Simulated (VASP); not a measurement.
Here is a VASP 6.6.1 calculation.

Contents of INCAR:

```
PREC = Accurate ; ENCUT = 400
EDIFF = 1E-6 ; ISMEAR = 0
SIGMA = 0.03 ; LREAL = F
LASPH = T ; NELM = 120
ALGO = Normal ; ISIF = 2
LWAVE = F ; LCHARG = F
LDIPOL = T ; IDIPOL = 3
DIPOL = 0.5 0.5 0.500 ; GGA = PE
NBANDS = 31 ; GGA_COMPAT = F
NELMDL = -8
```

Contents of KPOINTS:

```
Automatic mesh
0
Gamma
  9 9 1
```

Contents of POSCAR:

```
Si
1.0
    3.8678263321     -0.0000000290      0.0000000000
   -1.9339131409      3.3496358756      0.0000000000
    0.0000000000      0.0000000000     27.4217460948
Si
10
Direct
    0.0000000000      0.0000000000      0.2609789844
    0.6666666667      0.3333333333      0.2838719122
    0.6666666667      0.3333333333      0.3709076166
    0.3333333333      0.6666666667      0.3990479239
    0.3333333333      0.6666666667      0.4856622140
    0.0000000000      0.0000000000      0.5143384805
    0.0000000000      0.0000000000      0.6009527545
    0.6666666667      0.3333333333      0.6290931191
    0.6666666667      0.3333333333      0.7161288555
    0.3333333333      0.6666666667      0.7390218060
```

Potentials or basis: VASP PAW PBE potentials, release 64 (Si).

The run is started by

```sh
$ cat potpaw_PBE.64/Si/POTCAR > POTCAR
$ mpirun -np 1 vasp_std > vasp.out
```

(1) What does it give for the band gap on the k mesh?

(2) What does it give for the largest force?

Results:

(1) zero (band 20 reaches 1.63 eV, above the bottom of band 21 at 1.17 eV).

(2) 0.009 eV/Å.
